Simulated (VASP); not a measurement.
# BaOs2Rh2 (I4/mmm) in VASP: notebook, part 2 of 2

VASP 6.6.1.

### 3 Single point, revPBE

Contents of INCAR:

```
SYSTEM = BaOs2Rh2
PREC     = Accurate       ! precision mode
ENCUT    = 520            ! plane-wave cutoff, eV
EDIFF    = 1E-7           ! SCF threshold, eV
ISMEAR   = -1             ! smearing method
SIGMA    = 0.1            ! smearing width, eV
LREAL    = .False.        ! projectors in reciprocal space
LASPH    = .True.         ! aspherical terms in the spheres
NELM     = 100            ! most SCF steps
ALGO     = Normal         ! electronic algorithm
ISIF     = 2              ! what is computed and relaxed
LWAVE    = .False.        ! write WAVECAR
LCHARG   = .False.        ! write CHGCAR
GGA      = RE             ! functional
NBANDS   = 36             ! bands
```

Contents of KPOINTS:

```
regular mesh
0
Gamma
  5 5 5
  0 0 0
```

Contents of POSCAR:

```
BaOs2Rh2
1.0
    0.0000000000      4.1542820000      0.0000000000
    4.1542820000      0.0000000000      0.0000000000
    2.0771410000      2.0771410000     -6.0213330000
Os Rh Ba
2 2 1
Direct
    0.7500000000      0.2500000000      0.5000000000
    0.2500000000      0.7500000000      0.5000000000
    0.3750000000      0.3750000000      0.2500000000
    0.6250000000      0.6250000000      0.7500000000
    0.0000000000      0.0000000000      0.0000000000
```

Potentials or basis: VASP PAW PBE potentials, release 64 (Os, Rh_pv, Ba_sv).

Started as:

```bash
$ cat potpaw_PBE.64/Os/POTCAR potpaw_PBE.64/Rh_pv/POTCAR potpaw_PBE.64/Ba_sv/POTCAR > POTCAR
$ mpirun -np 1 vasp_std > vasp.out
```

OUTCAR:

```text
SYSTEM = BaOs2Rh2
   PREC = Accurate
   ENCUT = 520
   EDIFF = 1E-7
   ISMEAR = -1
   LREAL = .False.
   LASPH = .True.
   NELM = 100
   ISIF = 2
   GGA = RE

 ion  position               nearest neighbor table
   1  0.750  0.250  0.500-   3 2.57   3 2.57   4 2.57   4 2.57   2 2.94   2 2.94   2 2.94   2 2.94
                             5 3.66   5 3.66   5 3.66   5 3.66
   2  0.250  0.750  0.500-   3 2.57   3 2.57   4 2.57   4 2.57   1 2.94   1 2.94   1 2.94   1 2.94
                             5 3.66   5 3.66   5 3.66   5 3.66
   3  0.375  0.375  0.250-   1 2.57   2 2.57   2 2.57   1 2.57   4 3.01   5 3.30   5 3.30   5 3.30
                             5 3.30
   4  0.625  0.625  0.750-   2 2.57   1 2.57   1 2.57   2 2.57   3 3.01   5 3.30   5 3.30   5 3.30
                             5 3.30
   5  0.000  0.000  0.000-   4 3.30   4 3.30   4 3.30   3 3.30   4 3.30   3 3.30   3 3.30   3 3.30
                             2 3.66   1 3.66   2 3.66   1 3.66   1 3.66   2 3.66   2 3.66   1 3.66

  LATTYP: Found a body centered tetragonal cell.
 ALAT       =     4.1542820000
 C/A-ratio  =     2.8988561682

  Lattice vectors:

 A1 = (  -2.0771410000,   2.0771410000,   6.0213330000)
 A2 = (   2.0771410000,  -2.0771410000,   6.0213330000)
 A3 = (   2.0771410000,   2.0771410000,  -6.0213330000)

Analysis of symmetry for initial positions (statically):
=====================================================================
 Subroutine PRICEL returns:
 Original cell was already a primitive cell.

 Routine SETGRP: Setting up the symmetry group for a
 body centered tetragonal supercell.

 Subroutine GETGRP returns: Found 16 space group operations
 (whereof 16 operations were pure point group operations)
 out of a pool of 16 trial point group operations.

The static configuration has the point symmetry D_4h.

Analysis of symmetry for dynamics (positions and initial velocities):
=====================================================================
 Subroutine PRICEL returns:
 Original cell was already a primitive cell.

[... 127 lines left out ...]
  volume/ion in A,a.u.               =      20.78       140.25
  Fermi-wavevector in a.u.,A,eV,Ry     =   1.332220  2.517531 24.147761  1.774810
  Thomas-Fermi vector in A             =   2.461172
   LORBIT       =      0    0 simple, 1 ext, 2 COOP (PROOUT), +10 PAW based schemes
   GGA     = RE    functional components
   LHFCALC =     F    Hartree Fock is set to
   AEXX    =    0.0000 exact exchange contribution
   IVDW    =     0    specifies the selected vdW correction
   LEPSILON=     F    determine dielectric tensor
   LRPA    =     F    only Hartree local field effects (RPA)
 non-spin polarized calculation
  energy-cutoff  :      520.00
  volume of cell :      103.92
 maximum number of plane-waves:      2839
   NGX = 15   NGY = 15   NGZ = 25

 number of electron      56.0000010 magnetization

 Free energy of the ion-electron system (eV)
  ---------------------------------------------------
  ext. energy  EPLUGINS =         0.00000000
  ---------------------------------------------------
  free energy    TOTEN  =       -34.13698052 eV

  energy without entropy =      -33.88492210  energy(sigma->0) =      -34.01095131

 E-fermi :   6.2798     XC(G=0): -11.4949

 val. band max:        6.2792137614   @ k =  -0.4000   0.2000   0.0000
 cond. band min:       6.2877565185   @ k =  -0.2000  -0.2000   0.2000
 fundamental gap:      0.0085427571
 Fermi energy:         6.2797861481

 k-point     1 :       0.0000    0.0000    0.0000
  band No.  band energies     occupation
      1     -40.2814      2.00000
      2     -40.2202      2.00000
      3     -40.1541      2.00000
      4     -40.1541      2.00000
      5     -40.1468      2.00000
      6     -40.1468      2.00000
[... 691 lines left out ...]
     35       9.9144      0.00000
     36      10.3059      0.00000

------------------------ aborting loop because EDIFF is reached ----------------------------------------

  FORCE on cell =-STRESS in cart. coord.  units (eV):
  Direction    XX          YY          ZZ          XY          YZ          ZX
  --------------------------------------------------------------------------------------
  -------------------------------------------------------------------------------------
  Total       -0.4963382     -0.4963382     -1.4007494      0.0000000      0.0000000     -0.0000000
  in kB       -7.6525067     -7.6525067    -21.5966514      0.0000000      0.0000000     -0.0000000
  external PRESSURE =     -12.3005549 kB  Pullay stress =       0.0000000 kB

 VOLUME and BASIS-vectors are now :
 -----------------------------------------------------------------------------
  energy-cutoff  :      520.00
  volume of cell :      103.92
      direct lattice vectors                 reciprocal lattice vectors
     0.000000000  4.154282000  0.000000000     0.000000000  0.240715483  0.083038091
     4.154282000  0.000000000  0.000000000     0.240715483  0.000000000  0.083038091
     2.077141000  2.077141000 -6.021333000     0.000000000  0.000000000 -0.166076183

 POSITION                                       TOTAL-FORCE (eV/Angst)
 -----------------------------------------------------------------------------------
      2.07714      4.15428     -3.01067        -0.000000     -0.000000     -0.000000
      4.15428      2.07714     -3.01067         0.000000      0.000000      0.000000
      2.07714      2.07714     -1.50533        -0.000000     -0.000000      0.309625
      4.15428      4.15428     -4.51600         0.000000      0.000000     -0.309625
      0.00000      0.00000      0.00000        -0.000000     -0.000000      0.000000
 -----------------------------------------------------------------------------------
    total drift:                               -0.000000     -0.000000     -0.000000

  FREE ENERGIE OF THE ION-ELECTRON SYSTEM (eV)
  ---------------------------------------------------
  free  energy   TOTEN  =       -34.1369805229 eV

  energy  without entropy=      -33.8849220989  energy(sigma->0) =      -34.01095131
```

stdout:

```text
POSCAR found type information on POSCAR OsRhBa
 POSCAR found :  3 types and       5 ions
 scaLAPACK will be used
 -----------------------------------------------------------------------------
|                                                                             |
|                                                                             |
|     You enforced a specific xc type in the INCAR file but a different       |
|     I HOPE YOU KNOW WHAT YOU ARE DOING!                                     |
|                                                                             |
 -----------------------------------------------------------------------------

 LDA part: xc-table for (Slater+PW92), standard interpolation
 POSCAR, INCAR and KPOINTS ok, starting setup
 FFT: planning ... GRIDC
 FFT: planning ... GRID_SOFT
 FFT: planning ... GRID
 WAVECAR not read
 entering main loop
```

It took 50 s on 1 thread of Oxide Virtual Turin-like, shared host; peak memory 0.21 GiB.

Results:

| Item | Value |
| --- | --- |
| Free energy | -34.1370 eV |
| Pressure | -1.2 GPa |
| Largest force | 0.310 eV/Å |
| Band gap on the k mesh | zero (bands 28 and 29 overlap by 0.36 eV) |

Forces in eV/Å, atoms in the order of the input:
```
Os   0.000  0.000  0.000
Os   0.000  0.000  0.000
Rh   0.000  0.000  0.310
Rh   0.000  0.000 -0.310
Ba   0.000  0.000  0.000
```

Levels at points of the mesh, in eV from the Fermi level:
```tsv
k point	band 26	band 27	band 28	band 29	band 30	band 31
(0.00, 0.00, 0.00)	-0.71	0.07	0.07	0.45	0.87	1.32
```

Caveat: the PAW data sets were made with another functional, which shifts forces and pressure a little; spin-orbit coupling is left out, which moves the levels of the heavy elements.

### 4 Single point, r2SCAN

POSCAR is that of step 3.

Contents of INCAR.step1:

```
SYSTEM = BaOs2Rh2
PREC = Accurate
ENCUT = 520
ISMEAR = -1
SIGMA = 0.1
LREAL = .FALSE.
LASPH = .TRUE.
NELM = 80
NBANDS = 36
GGA = PE
ALGO = Normal
EDIFF = 1E-4
LWAVE = .TRUE.
LCHARG = .FALSE.
```

Contents of INCAR.step2:

```
SYSTEM = BaOs2Rh2
PREC = Accurate
ENCUT = 520
EDIFF = 1E-6
ISMEAR = -1
SIGMA = 0.1
LREAL = .FALSE.
LASPH = .TRUE.
NELM = 80
ALGO = Normal
ISIF = 2
LWAVE = .FALSE.
LCHARG = .FALSE.
METAGGA = R2SCAN
LMIXTAU = .TRUE.
NBANDS = 36
ISTART = 1
```

Contents of KPOINTS:

```
regular mesh
0
G
  5 5 5
  0 0 0
```

Started as:

```bash
$ cat potpaw_PBE.64/Os/POTCAR potpaw_PBE.64/Rh_pv/POTCAR potpaw_PBE.64/Ba_sv/POTCAR > POTCAR
$ cp INCAR.step1 INCAR
$ mpirun -np 1 vasp_std > vasp.out
$ cp INCAR.step2 INCAR
$ mpirun -np 1 vasp_std > vasp.out
```

It took 3.2 min on 1 thread of Oxide Virtual Turin-like, shared host; peak memory 0.23 GiB.

The run converged. Its results:

```yaml
Free_energy: -178.0700 eV
Pressure: -5.8 GPa
Largest_force: 0.175 eV/Å
Band_gap_on_the_k_mesh: zero (bands 28 and 29 overlap by 0.37 eV)
```

Forces in eV/Å, atoms in the order of the input:
```
Os   0.000  0.000  0.000
Os   0.000  0.000  0.000
Rh   0.000  0.000 -0.175
Rh   0.000  0.000  0.175
Ba   0.000  0.000  0.000
```

Stress tensor (GPa, compression positive):
```
-5.08  0.00  0.00
 0.00 -5.08  0.00
 0.00  0.00 -7.16
```

Levels at points of the mesh, in eV from the Fermi level:
| k point | band 26 | band 27 | band 28 | band 29 | band 30 | band 31 |
| --- | --- | --- | --- | --- | --- | --- |
| (0.00, 0.00, 0.00) | -0.76 | 0.06 | 0.06 | 0.55 | 0.92 | 1.45 |

Caveat: the cell stands under tension; the PAW data sets were made with another functional, which shifts forces and pressure a little; spin-orbit coupling is left out, which moves the levels of the heavy elements.

### 5 Single point, r2SCAN

POSCAR is that of step 4.

Contents of INCAR.step1:

```
SYSTEM = BaOs2Rh2
ALGO = Normal
EDIFF = 1E-4
ENCUT = 520
GGA = PE
ISMEAR = -1
ISYM = 0
LASPH = .TRUE.
LCHARG = .FALSE.
LREAL = .FALSE.
LWAVE = .TRUE.
NBANDS = 36
NELM = 60
PREC = Accurate
SIGMA = 0.1
```

Contents of INCAR.step2:

```
SYSTEM = BaOs2Rh2
ALGO = Normal
EDIFF = 1E-6
ENCUT = 520
ISIF = 2
ISMEAR = -1
ISTART = 1
ISYM = 0
LASPH = .TRUE.
LCHARG = .TRUE.
LELF = .TRUE.
LMIXTAU = .TRUE.
LREAL = .FALSE.
LVHAR = .TRUE.
LWAVE = .FALSE.
METAGGA = R2SCAN
NBANDS = 36
NELM = 60
PREC = Accurate
SIGMA = 0.1
```

Contents of KPOINTS:

```
Automatic mesh
0
Gamma
  5 5 5
  0.5 0.5 0.5
```

Started as:

```bash
$ cat potpaw_PBE.64/Os/POTCAR potpaw_PBE.64/Rh_pv/POTCAR potpaw_PBE.64/Ba_sv/POTCAR > POTCAR
$ cp INCAR.step1 INCAR
$ mpirun -np 1 vasp_std > vasp.out
$ cp INCAR.step2 INCAR
$ mpirun -np 1 vasp_std > vasp.out
```

It took 27 min on 1 thread of Oxide Virtual Turin-like, shared host; peak memory 0.52 GiB.

It converged, with:

```yaml
Free_energy: -178.0952 eV
Pressure: -5.8 GPa
Largest_force: 0.164 eV/Å
Band_gap_on_the_k_mesh: zero (bands 28 and 29 overlap by 0.44 eV)
```

Forces on the atoms (eV/Å):
```
Os   0.000  0.000  0.000
Os   0.000  0.000  0.000
Rh   0.000  0.000 -0.164
Rh   0.000  0.000  0.164
Ba   0.000  0.000  0.000
```

Stress tensor (GPa, compression positive):
```
-4.85  0.00  0.00
 0.00 -4.85  0.00
 0.00  0.00 -7.66
```

Levels at points of the mesh, in eV from the Fermi level:
```
           k point  band 26  band 27  band 28  band 29  band 30  band 31
(0.50, 0.50, 0.50)    -0.86     0.14     0.16     0.56     0.72     0.97
(0.50, 0.50, 0.00)    -0.86     0.14     0.16     0.56     0.72     0.97
```

Caveat: the cell stands under tension; the PAW data sets were made with another functional, which shifts forces and pressure a little; spin-orbit coupling is left out, which moves the levels of the heavy elements.

### 6 Overview

```csv
level,k mesh,gap on the mesh (eV),pressure (GPa),largest force (eV/Å)
RPBE,5 × 5 × 5,none,-0.4,0.34
revPBE,5 × 5 × 5,none,-1.2,0.31
r2SCAN,5 × 5 × 5,none,-5.8,0.17
r2SCAN,"5 × 5 × 5, shifted",none,-5.8,0.16
```

Alike in all rows: task single point; potentials or basis VASP PAW PBE potentials, release 64 (Os, Rh_pv, Ba_sv); no spin polarisation; cell as given; cutoff (eV) 520; smearing fermi-dirac 0.1 eV.

The pressure there spans -5.8 GPa (r2SCAN) to -0.4 GPa (RPBE); a positive pressure means that this level wants a larger cell, a negative one a smaller.

Caveats: the PAW data sets were made with another functional, which shifts forces and pressure a little; spin-orbit coupling is left out, which moves the levels of the heavy elements; the cell stands under tension (at least some runs).

Total energies depend on the potentials used, so only differences within one code and one set of settings carry meaning.

The gap in the log of VASP goes by the Fermi energy; the results here count the filled bands.